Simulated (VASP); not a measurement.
A run of VASP 6.6.1 is set up as follows.

INCAR

```
  ALGO = Normal
  EDIFF = 1E-7
  ENCUT = 520
  GGA = VW
  ISIF = 2
  ISMEAR = -1
  LASPH = True
  LCHARG = False
  LREAL = False
  LWAVE = False
  NBANDS = 16
  NELM = 100
  PREC = Accurate
  SIGMA = 0.05
```

Contents of KPOINTS:

```
k-points
0
Gamma
  8 8 8
```

POSCAR

```
CuI
1.0
    0.0000000000      2.9696152886      2.9696152886
    2.9696152886      0.0000000000      2.9696152886
    2.9696152886      2.9696152886      0.0000000000
I Cu
1 1
Direct
    0.0000000000      0.0000000000      0.0000000000
    0.7500000000      0.7500000000      0.7500000000
```

Potentials or basis: VASP PAW PBE potentials, release 64 (I, Cu).

Launch:

```sh
$ cat potpaw_PBE.64/I/POTCAR potpaw_PBE.64/Cu/POTCAR > POTCAR
$ mpirun -np 1 vasp_std > vasp.out
```

**Question.** What does it give for the band gap on the k mesh?

**Answer.** 1.13 eV.

**Question.** What does it give for the pressure?

**Answer.** -1.9 GPa.

Caveat: the PAW data sets were made with another functional, which shifts forces and pressure a little; spin-orbit coupling is left out, which moves the levels of the heavy elements.
